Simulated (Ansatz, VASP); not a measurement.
## One calculation of Ag, two programs

```
CELL_PARAMETERS angstrom
0.00000 2.05190 2.05190
2.05190 0.00000 2.05190
2.05190 2.05190 0.00000
ATOMIC_POSITIONS crystal
Ag 0.00000 0.00000 0.00000
```

Alike in both runs: task single point; functional r2SCAN; k mesh 2 × 2 × 2; occupations fermi-dirac, width 0.1 eV; no spin polarisation.

|  | VASP | Ansatz |
| --- | --- | --- |
| version | VASP 6.6.1 | Ansatz 0.2.0 |
| potentials or method | VASP PAW PBE potentials, release 64 (Ag), cutoff 520 eV | plane waves (500 eV) with PAW, scalar-relativistic |
| valence electrons in the cell | 11 | 19 |

|  | VASP | Ansatz | Ansatz less VASP |
| --- | --- | --- | --- |
| pressure (GPa) | 21.8 | 21.4 | -0.48 |

VASP's potentials were made for PBE, not for r2SCAN. VASP's potentials hold 11 valence electrons a cell and Ansatz's 19, so a difference there can come from the potentials and not from the codes.

The k mesh is coarse, so the values compare programs but aren't converged.
